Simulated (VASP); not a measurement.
# TiC in VASP: further runs

Runs on TiC. Level: PBE. Tasks: single point.

Program: VASP 6.6.1. These are calculated values, not measurements. Logs are shortened: lines on timing, memory, paths and dates and some standing lists are left out, and cuts for length are marked.

**1. The cell of the first run**

The cell holds a slab with vacuum, 8 atoms: a = 3.064 Å, b = 3.064 Å, c = 22.499 Å, α = 90.00°, β = 90.00°, γ = 90.00°.

**2. Single point, PBE**

File INCAR:

```
SYSTEM = TiC
PREC = Accurate
ENCUT = 520
EDIFF = 1E-6
ISMEAR = -1
SIGMA = 0.05
LREAL = .FALSE.
LASPH = .TRUE.
NELM = 80
ALGO = Normal
ISIF = 2
LWAVE = .FALSE.
LCHARG = .FALSE.
LDIPOL = .TRUE.
IDIPOL = 3
DIPOL = 0.5 0.5 0.500
GGA = PE
NBANDS = 42
```

File KPOINTS:

```
regular mesh
0
G
  13 13 1
  0 0 0
```

File POSCAR:

```
TiC
1.0
    3.0637012674      0.0000000000      0.0000000000
    0.0000000000      3.0637012674      0.0000000000
    0.0000000000      0.0000000000     22.4991000000
Ti C
4 4
Direct
    0.0000000000      0.0000000000      0.3555699600
    0.5000000000      0.5000000000      0.4518566530
    0.0000000000      0.0000000000      0.5481433465
    0.5000000000      0.5000000000      0.6444300400
    0.5000000000      0.5000000000      0.3555699600
    0.0000000000      0.0000000000      0.4518566530
    0.5000000000      0.5000000000      0.5481433465
    0.0000000000      0.0000000000      0.6444300400
```

Potentials or basis: VASP PAW PBE potentials, release 64 (Ti_sv, C).

Started as:

```console
cat potpaw_PBE.64/Ti_sv/POTCAR potpaw_PBE.64/C/POTCAR > POTCAR
mpirun -np 1 vasp_std > vasp.out
```

OUTCAR:

```text
SYSTEM = TiC
   PREC = Accurate
   ENCUT = 520
   EDIFF = 1E-6
   ISMEAR = -1
   LREAL = .FALSE.
   LASPH = .TRUE.
   NELM = 80
   ISIF = 2
   GGA = PE

 ion  position               nearest neighbor table
   1  0.000  0.000  0.356-   6 2.17   5 2.17   5 2.17   5 2.17   5 2.17
   2  0.500  0.500  0.452-   5 2.17   6 2.17   6 2.17   6 2.17   6 2.17   7 2.17
   3  0.000  0.000  0.548-   7 2.17   7 2.17   7 2.17   7 2.17   6 2.17   8 2.17
   4  0.500  0.500  0.644-   8 2.17   8 2.17   8 2.17   8 2.17   7 2.17
   5  0.500  0.500  0.356-   2 2.17   1 2.17   1 2.17   1 2.17   1 2.17
   6  0.000  0.000  0.452-   1 2.17   2 2.17   2 2.17   2 2.17   2 2.17   3 2.17
   7  0.500  0.500  0.548-   3 2.17   3 2.17   3 2.17   3 2.17   2 2.17   4 2.17
   8  0.000  0.000  0.644-   4 2.17   4 2.17   4 2.17   4 2.17   3 2.17

  LATTYP: Found a simple tetragonal cell.
 ALAT       =     3.0637012674
 C/A-ratio  =     7.3437643022

  Lattice vectors:

 A1 = (   3.0637012674,   0.0000000000,   0.0000000000)
 A2 = (   0.0000000000,   3.0637012674,   0.0000000000)
 A3 = (   0.0000000000,   0.0000000000,  22.4991000000)

Analysis of symmetry for initial positions (statically):
=====================================================================
 Subroutine PRICEL returns:
 Original cell was already a primitive cell.

 Routine SETGRP: Setting up the symmetry group for a
 simple tetragonal supercell.

 Subroutine GETGRP returns: Found 16 space group operations
 (whereof  8 operations were pure point group operations)
 out of a pool of 16 trial point group operations.

The static configuration has the point symmetry C_4v.
 The point group associated with its full space group is D_4h.

Analysis of symmetry for dynamics (positions and initial velocities):
=====================================================================
 Subroutine PRICEL returns:
 Original cell was already a primitive cell.

 Routine SETGRP: Setting up the symmetry group for a
 simple tetragonal supercell.

 Subroutine GETGRP returns: Found 16 space group operations
 (whereof  8 operations were pure point group operations)
 out of a pool of 16 trial point group operations.

The dynamic configuration has the point symmetry C_4v.
 The point group associated with its full space group is D_4h.

 Subroutine INISYM returns: Found 16 space group operations
 (whereof  8 operations are pure point group operations),
 and found     1 'primitive' translations

----------------------------------------------------------------------------------------

                                     Primitive cell

  volume of cell :     211.1825

  direct lattice vectors                    reciprocal lattice vectors
     3.063701267  0.000000000  0.000000000     0.326402581  0.000000000  0.000000000
     0.000000000  3.063701267  0.000000000     0.000000000  0.326402581  0.000000000
     0.000000000  0.000000000 22.499100000     0.000000000  0.000000000  0.044446222

  length of vectors
     3.063701267  3.063701267 22.499100000     0.326402581  0.326402581  0.044446222

  position of ions in fractional coordinates (direct lattice)
     0.000000000  0.000000000  0.355569960
     0.500000000  0.500000000  0.451856653
     0.000000000  0.000000000  0.548143346
     0.500000000  0.500000000  0.644430040
     0.500000000  0.500000000  0.355569960
     0.000000000  0.000000000  0.451856653
     0.500000000  0.500000000  0.548143346
     0.000000000  0.000000000  0.644430040

  ion indices of the primitive-cell ions
   primitive index   ion index
                 1           1
                 2           2
                 3           3
                 4           4
                 5           5
                 6           6
                 7           7
                 8           8

----------------------------------------------------------------------------------------

 KPOINTS: regular mesh

Automatic generation of k-mesh.
 Grid dimensions read from file:
 generate k-points for:   13   13    1

 Generating k-lattice:

  Cartesian coordinates                     Fractional coordinates (reciprocal lattice)
     0.025107891  0.000000000  0.000000000     0.076923077  0.000000000  0.000000000
     0.000000000  0.025107891  0.000000000     0.000000000  0.076923077  0.000000000
     0.000000000  0.000000000  0.044446222     0.000000000  0.000000000  1.000000000

  Length of vectors
     0.025107891  0.025107891  0.044446222

  Shift w.r.t. Gamma in fractional coordinates (k-lattice)
     0.000000000  0.000000000  0.000000000

 Subroutine IBZKPT returns following result:
 ===========================================

 Found     28 irreducible k-points:

 Following reciprocal coordinates:
            Coordinates               Weight
  0.000000  0.000000  0.000000      1.000000
  0.076923  0.000000  0.000000      4.000000
  0.153846  0.000000  0.000000      4.000000
  0.230769  0.000000  0.000000      4.000000
  0.307692  0.000000  0.000000      4.000000
  0.384615  0.000000  0.000000      4.000000
[... 16 lines left out ...]
  0.307692  0.307692  0.000000      4.000000
  0.384615  0.307692  0.000000      8.000000
 [... further k-points ...]
   k-points           NKPTS =     28   k-points in BZ     NKDIM =     28   number of bands    NBANDS=     42
   number of dos      NEDOS =    301   number of ions     NIONS =      8
   total plane-waves  NPLWV =  96768
   dimension x,y,z NGX =    24 NGY =   24 NGZ =  168
   dimension x,y,z NGXF=    48 NGYF=   48 NGZF=  336
   ions per type =               4   4
   NGX,Y,Z   is equivalent  to a cutoff of  13.02, 13.02, 12.41 a.u.
   NGXF,Y,Z  is equivalent  to a cutoff of  26.05, 26.05, 24.83 a.u.
 SYSTEM =  TiC
   PREC   = accura    normal or accurate (medium, high low for compatibility)
   ISTART =      0    job   : 0-new  1-cont  2-samecut
   ICHARG =      2    charge: 1-file 2-atom 10-const
   ISPIN  =      1    spin polarized calculation?
   LNONCOLLINEAR =      F non collinear calculations
   LSORBIT =      F    spin-orbit coupling
   LASPH  =      T    aspherical Exc in radial PAW
   ENCUT  =  520.0 eV  38.22 Ry    6.18 a.u.   5.70  5.70 41.83*2*pi/ulx,y,z
   NELM   =     80;   NELMIN=  2; NELMDL= -5     # of ELM steps
   EDIFF  = 0.1E-05   stopping-criterion for ELM
   LREAL  =      F    real-space projection
   EDIFFG = 0.1E-04   stopping-criterion for IOM
   NSW    =      0    number of steps for IOM
   IBRION =     -1    ionic relax: 0-MD 1-quasi-New 2-CG
   NFREE  =      0    steps in history (QN), initial steepest desc. (CG)
   ISIF   =      2    stress and relaxation
   ISYM   =      2    0-nonsym 1-usesym 2-fastsym
   POTIM  = 0.5000    time-step for ionic-motion
   TEBEG  =    0.0;   TEEND  =   0.0 temperature during run
   PSTRESS=    0.0 pullay stress
   NELECT =      64.0000    total number of electrons
   NUPDOWN=      -1.0000    fix difference up-down
   EMIN   =  10.00;   EMAX   =-10.00  energy-range for DOS
   EFERMI =   0.00;   METHOD = LEGACY
   ISMEAR =    -1;   SIGMA  =   0.05  broadening in eV -4-tet -1-fermi 0-gaus
   EFERMI_NEDOS =   21; number of points for ismear=-14 and -15
   IALGO  =     38    algorithm
   IMIX   =      4    mixing-type and parameters
     AMIX     =   0.40;   BMIX     =  1.00
     AMIX_MAG =   1.60;   BMIX_MAG =  1.00
  volume/ion in A,a.u.               =      26.40       178.14
  Fermi-wavevector in a.u.,A,eV,Ry     =   1.099636  2.078010 16.452147  1.209199
  Thomas-Fermi vector in A             =   2.236034
   LORBIT       =      0    0 simple, 1 ext, 2 COOP (PROOUT), +10 PAW based schemes
   GGA     = PE    functional components
   LHFCALC =     F    Hartree Fock is set to
   AEXX    =    0.0000 exact exchange contribution
   IVDW    =     0    specifies the selected vdW correction
   LEPSILON=     F    determine dielectric tensor
   LRPA    =     F    only Hartree local field effects (RPA)
 non-spin polarized calculation
  energy-cutoff  :      520.00
  volume of cell :      211.18
 maximum number of plane-waves:      5718
 NGX is ok and might be reduce to    24
   NGX = 11   NGY = 11   NGZ = 83

 dipolmoment           0.000000      0.000000     -0.000000 electrons x Angstroem

 number of electron      64.0000022 magnetization

 dipolmoment           0.000000      0.000000      0.000000 electrons x Angstroem

 Free energy of the ion-electron system (eV)
  ---------------------------------------------------
  ext. energy  EPLUGINS =         0.00000000
  ---------------------------------------------------
  free energy    TOTEN  =       -72.75276116 eV

  energy without entropy =      -72.73889591  energy(sigma->0) =      -72.74582853

 E-fermi :   1.1799     XC(G=0):  -5.7095

 val. band max:        1.1516957086   @ k =   0.0769   0.0769   0.0000
 cond. band min:       1.2050687785   @ k =   0.3077   0.3077   0.0000
 fundamental gap:      0.0533730698
 Fermi energy:         1.1799142880

 k-point     1 :       0.0000    0.0000    0.0000
  band No.  band energies     occupation
      1     -55.4807      2.00000
      2     -55.4768      2.00000
      3     -55.4113      2.00000
      4     -55.3672      2.00000
      5     -31.9910      2.00000
      6     -31.9647      2.00000
[... 34 lines left out ...]
     41       3.3008      0.00000
     42       3.8004      0.00000

 k-point     2 :       0.0769    0.0000    0.0000
  band No.  band energies     occupation
      1     -55.4788      2.00000
      2     -55.4752      2.00000
      3     -55.4098      2.00000
      4     -55.3668      2.00000
      5     -31.9868      2.00000
      6     -31.9645      2.00000
[... 34 lines left out ...]
     41       3.6498      0.00000
     42       4.0110      0.00000

 k-point     3 :       0.1538    0.0000    0.0000
  band No.  band energies     occupation
      1     -55.4736      2.00000
      2     -55.4707      2.00000
      3     -55.4055      2.00000
      4     -55.3657      2.00000
      5     -31.9754      2.00000
      6     -31.9649      2.00000
[... 34 lines left out ...]
     41       3.8716      0.00000
     42       4.1212      0.00000

 k-point     4 :       0.2308    0.0000    0.0000
  band No.  band energies     occupation
      1     -55.4662      2.00000
      2     -55.4643      2.00000
      3     -55.3990      2.00000
      4     -55.3647      2.00000
      5     -31.9682      2.00000
      6     -31.9606      2.00000
[... 844 lines left out ...]
     41       4.7843      0.00000
     42       4.8571      0.00000

 k-point    23 :       0.3077    0.3077    0.0000
  band No.  band energies     occupation
      1     -55.4406      2.00000
      2     -55.4404      2.00000
      3     -55.3710      2.00000
      4     -55.3556      2.00000
      5     -31.9316      2.00000
      6     -31.9267      2.00000
[... 34 lines left out ...]
     41       4.4728      0.00000
     42       4.5912      0.00000

 k-point    24 :       0.3846    0.3077    0.0000
  band No.  band energies     occupation
      1     -55.4354      2.00000
      2     -55.4354      2.00000
      3     -55.3639      2.00000
      4     -55.3542      2.00000
      5     -31.9247      2.00000
      6     -31.9239      2.00000
[... 34 lines left out ...]
     41       4.5294      0.00000
     42       4.6846      0.00000

 [... further k-points ...]

------------------------ aborting loop because EDIFF is reached ----------------------------------------

 vacuum level on the upper side and lower side of the slab       (xc-potential included)        -0.122        -0.122

  FORCE on cell =-STRESS in cart. coord.  units (eV):
  Direction    XX          YY          ZZ          XY          YZ          ZX
  --------------------------------------------------------------------------------------
  -------------------------------------------------------------------------------------
  Total       -4.4216635     -4.4216635     -2.3467007      0.0000000      0.0000000      0.0000000
  in kB      -33.5458111    -33.5458111    -17.8037013      0.0000000      0.0000000      0.0000000
  external PRESSURE =     -28.2984411 kB  Pullay stress =       0.0000000 kB

 VOLUME and BASIS-vectors are now :
 -----------------------------------------------------------------------------
  energy-cutoff  :      520.00
  volume of cell :      211.18
      direct lattice vectors                 reciprocal lattice vectors
     3.063701267  0.000000000  0.000000000     0.326402581  0.000000000  0.000000000
     0.000000000  3.063701267  0.000000000     0.000000000  0.326402581  0.000000000
     0.000000000  0.000000000 22.499100000     0.000000000  0.000000000  0.044446222

 POSITION                                       TOTAL-FORCE (eV/Angst)
 -----------------------------------------------------------------------------------
      0.00000      0.00000      8.00000        -0.000000     -0.000000      1.418077
      1.53185      1.53185     10.16637        -0.000000      0.000000      0.156629
      0.00000      0.00000     12.33273        -0.000000     -0.000000     -0.156629
      1.53185      1.53185     14.49910        -0.000000     -0.000000     -1.418077
      1.53185      1.53185      8.00000        -0.000000     -0.000000     -0.956138
      0.00000      0.00000     10.16637         0.000000      0.000000     -0.476711
      1.53185      1.53185     12.33273        -0.000000     -0.000000      0.476711
      0.00000      0.00000     14.49910         0.000000      0.000000      0.956138
 -----------------------------------------------------------------------------------
    total drift:                                0.000000     -0.000000      0.000042

  FREE ENERGIE OF THE ION-ELECTRON SYSTEM (eV)
  ---------------------------------------------------
  free  energy   TOTEN  =       -72.7527611589 eV

  energy  without entropy=      -72.7388959108  energy(sigma->0) =      -72.74582853

 vacuum level on the upper side and lower side of the slab         5.104         5.104
```

Wall time 13 min (1 thread of Intel Xeon 8259CL, shared host); peak memory 0.41 GiB.

What came out:

```
Free energy            : -72.7528 eV
Largest force          : 1.418 eV/Å
Band gap on the k mesh : zero (bands 32 and 33 overlap by 0.45 eV)
```

Forces in eV/Å, atoms in the order of the input:
```
Ti   0.000  0.000  1.418
Ti   0.000  0.000  0.157
Ti   0.000  0.000 -0.157
Ti   0.000  0.000 -1.418
C    0.000  0.000 -0.956
C    0.000  0.000 -0.477
C    0.000  0.000  0.477
C    0.000  0.000  0.956
```

Levels at points of the mesh, in eV from the Fermi level:
```csv
k point,band 29,band 30,band 31,band 32,band 33,band 34,band 35,band 36
"(0.00, 0.00, 0.00)",-0.17,-0.17,-0.05,0.28,0.28,0.49,1.13,1.42
```

**3. Single point, PBE**

File INCAR:

```
  PREC = Accurate
  ENCUT = 520
  EDIFF = 1E-6
  ISMEAR = -1
  SIGMA = 0.05
  LREAL = F
  LASPH = T
  NELM = 60
  ALGO = Normal
  ISIF = 2
  LWAVE = F
  LCHARG = F
  LDIPOL = T
  IDIPOL = 3
  DIPOL = 0.5 0.5 0.500
  GGA = PE
  NBANDS = 42
```

File KPOINTS:

```
Automatic mesh
0
Gamma
  13 13 1
```

File POSCAR:

```
TiC
1.0
    3.0637012674      0.0000000000      0.0000000000
    0.0000000000      3.0637012674      0.0000000000
    0.0000000000      0.0000000000     22.4991000000
Ti C
4 4
Direct
    0.0000000000      0.0000000000      0.3592394020
    0.5000000000      0.5000000000      0.4526046766
    0.0000000000      0.0000000000      0.5473953172
    0.5000000000      0.5000000000      0.6407606020
    0.5000000000      0.5000000000      0.3538824566
    0.0000000000      0.0000000000      0.4518929429
    0.5000000000      0.5000000000      0.5481070508
    0.0000000000      0.0000000000      0.6461175508
```

Potentials or basis: VASP PAW PBE potentials, release 64 (Ti_sv, C).

Started as:

```console
cat potpaw_PBE.64/Ti_sv/POTCAR potpaw_PBE.64/C/POTCAR > POTCAR
mpirun -np 1 vasp_std > vasp.out
```

OUTCAR:

```text
PREC = Accurate
   ENCUT = 520
   EDIFF = 1E-6
   ISMEAR = -1
   LREAL = F
   LASPH = T
   NELM = 60
   ISIF = 2
   GGA = PE

 ion  position               nearest neighbor table
   1  0.000  0.000  0.359-   6 2.08   5 2.17   5 2.17   5 2.17   5 2.17
   2  0.500  0.500  0.453-   7 2.15   6 2.17   6 2.17   6 2.17   6 2.17   5 2.22
   3  0.000  0.000  0.547-   6 2.15   7 2.17   7 2.17   7 2.17   7 2.17   8 2.22
   4  0.500  0.500  0.641-   7 2.08   8 2.17   8 2.17   8 2.17   8 2.17
   5  0.500  0.500  0.354-   1 2.17   1 2.17   1 2.17   1 2.17   2 2.22
[... 1303 lines left out ...]
  Total       -4.0531672     -4.0531672      0.0673811      0.0000000     -0.0000000      0.0000000
  in kB      -30.7501416    -30.7501416      0.5112001      0.0000000     -0.0000000      0.0000000
  external PRESSURE =     -20.3296944 kB  Pullay stress =       0.0000000 kB

 VOLUME and BASIS-vectors are now :
 -----------------------------------------------------------------------------
  energy-cutoff  :      520.00
  volume of cell :      211.18
      direct lattice vectors                 reciprocal lattice vectors
     3.063701267  0.000000000  0.000000000     0.326402581  0.000000000  0.000000000
     0.000000000  3.063701267  0.000000000     0.000000000  0.326402581  0.000000000
     0.000000000  0.000000000 22.499100000     0.000000000  0.000000000  0.044446222

 POSITION                                       TOTAL-FORCE (eV/Angst)
 -----------------------------------------------------------------------------------
      0.00000      0.00000      8.08256         0.000000     -0.000000     -0.009634
      1.53185      1.53185     10.18320        -0.000000      0.000000     -0.006655
      0.00000      0.00000     12.31590         0.000000     -0.000000      0.006655
      1.53185      1.53185     14.41654         0.000000      0.000000      0.009634
      1.53185      1.53185      7.96204        -0.000000     -0.000000     -0.003920
      0.00000      0.00000     10.16718         0.000000      0.000000     -0.001106
      1.53185      1.53185     12.33192         0.000000     -0.000000      0.001106
      0.00000      0.00000     14.53706         0.000000      0.000000      0.003920
 -----------------------------------------------------------------------------------
    total drift:                                0.000000     -0.000000      0.000801

  FREE ENERGIE OF THE ION-ELECTRON SYSTEM (eV)
  ---------------------------------------------------
  free  energy   TOTEN  =       -72.9134904451 eV

  energy  without entropy=      -72.9004860595  energy(sigma->0) =      -72.90698825

 vacuum level on the upper side and lower side of the slab         5.241         5.241
```

OSZICAR:

```text
N       E                     dE             d eps       ncg     rms          rms(c)
DAV:   1     0.834537397952E+03    0.83454E+03   -0.33186E+04  2552   0.156E+03
DAV:   2     0.376718898871E+02   -0.79687E+03   -0.76824E+03  2548   0.492E+02
DAV:   3    -0.807722131316E+02   -0.11844E+03   -0.11527E+03  3812   0.170E+02
[... 18 lines left out ...]
DAV:  22    -0.729134744537E+02   -0.35772E-04   -0.36869E-06  2202   0.911E-03    0.152E-03
DAV:  23    -0.729134828497E+02   -0.83960E-05   -0.48066E-07  2050   0.244E-03    0.108E-03
DAV:  24    -0.729134889661E+02   -0.61164E-05   -0.51260E-07  1944   0.227E-03    0.260E-04
DAV:  25    -0.729134901799E+02   -0.12138E-05   -0.85494E-08  1664   0.110E-03    0.253E-04
DAV:  26    -0.729134904451E+02   -0.26515E-06   -0.37573E-08  1528   0.749E-04
   1 F= -.72913490E+02 E0= -.72906988E+02  d E =-.130044E-01
```

stdout:

```text
POSCAR found type information on POSCAR TiC
 POSCAR found :  2 types and       8 ions
 scaLAPACK will be used
 LDA part: xc-table for (Slater+PW92), standard interpolation
 POSCAR, INCAR and KPOINTS ok, starting setup
 FFT: planning ... GRIDC
 FFT: planning ... GRID_SOFT
 FFT: planning ... GRID
 WAVECAR not read
 entering main loop
```

Wall time 13 min (1 thread of Intel Xeon 8259CL, shared host); peak memory 0.41 GiB.

What came out:

```
Free energy            : -72.9135 eV
Largest force          : 0.010 eV/Å
Band gap on the k mesh : zero (bands 32 and 33 overlap by 0.90 eV)
```

Forces on the atoms (eV/Å):
```
Ti   0.000  0.000 -0.010
Ti   0.000  0.000 -0.007
Ti   0.000  0.000  0.007
Ti   0.000  0.000  0.010
C    0.000  0.000 -0.004
C    0.000  0.000 -0.001
C    0.000  0.000  0.001
C    0.000  0.000  0.004
```

Levels at points of the mesh, in eV from the Fermi level:
| k point | band 29 | band 30 | band 31 | band 32 | band 33 | band 34 | band 35 | band 36 |
| --- | --- | --- | --- | --- | --- | --- | --- | --- |
| (0.00, 0.00, 0.00) | -0.14 | -0.14 | 0.12 | 0.49 | 0.49 | 0.63 | 1.27 | 1.27 |
